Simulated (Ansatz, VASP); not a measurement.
**Ir: VASP beside Ansatz**

Contents of INCAR:

```
PREC = Accurate
ENCUT = 520
EDIFF = 1E-6
ISMEAR = 0
SIGMA = 0.01
LREAL = False
LASPH = True
NELM = 100
ALGO = Fast
ISIF = 2
LWAVE = False
LCHARG = False
LDIPOL = True
IDIPOL = 3
DIPOL = 0.5 0.5 0.500
GGA = PE
NBANDS = 36
```

The input KPOINTS:

```
regular mesh
0
Gamma
  13 13 1
```

The input POSCAR:

```
Ir
1.0
    2.7369673168      0.0000000000      0.0000000000
    0.0000000000      2.7369673168      0.0000000000
    0.0000000000      0.0000000000     24.6766407480
Ir
6
Direct
    0.5000000000      0.5000000000      0.3039311581
    0.0000000000      0.0000000000      0.3823586948
    0.5000000000      0.5000000000      0.4607862316
    0.0000000000      0.0000000000      0.5392137684
    0.5000000000      0.5000000000      0.6176413052
    0.0000000000      0.0000000000      0.6960688419
```

Input for Ansatz:

```yaml
crystal:
  lattice:
    - [2.7369673168, 0.0, 0.0]
    - [0.0, 2.7369673168, 0.0]
    - [0.0, 0.0, 24.676640748]
  atoms:
    - { symbol: Ir, position: [0.5, 0.5, 0.3039311581] }
    - { symbol: Ir, position: [0.0, 0.0, 0.3823586948] }
    - { symbol: Ir, position: [0.5, 0.5, 0.4607862316] }
    - { symbol: Ir, position: [0.0, 0.0, 0.5392137684] }
    - { symbol: Ir, position: [0.5, 0.5, 0.6176413052] }
    - { symbol: Ir, position: [0.0, 0.0, 0.6960688419] }
basis:
  ecutwfc: 420
kpoints:
  mp_grid: { grid: [13, 13, 1] }
hamiltonian:
  xc: pbe
scf:
  occupations: { method: gaussian, width: 0.01 }
  max_iter: 58
output:
  forces: true
  stress: true
  eigenvalues: true
efield:
  axis: 3
  dipole_correction: true
  ramp_width: 0.04
```

Alike in both runs: task single point; functional PBE; k mesh 13 × 13 × 1; occupations gaussian, width 0.01 eV; no spin polarisation.

|  | VASP | Ansatz |
| --- | --- | --- |
| version | VASP 6.6.1 | Ansatz 0.2.0 |
| potentials or method | VASP PAW PBE potentials, release 64 (Ir), cutoff 520 eV | scalar-relativistic, plane waves, PAW |
| valence electrons in the cell | 54 | 102 |

Ansatz gave:

```
gap on the k mesh at the Fermi level (eV) : none
rms of the force components (eV/Å)        : 0.435
```

Task: Estimate VASP's values.

Result: gap on the k mesh at the Fermi level (eV): none; rms of the force components (eV/Å): 0.427.

Atom by atom the forces differ by 0.011 eV/Å (rms over components). A gap of «none» marks a metal or a gap that the smearing closes. With one functional, cell and mesh, what is left measures potentials, basis and numerics. VASP's potentials hold 54 valence electrons a cell and Ansatz's 102, so a difference there can come from the potentials and not from the codes.

Neither program's run includes spin-orbit coupling.
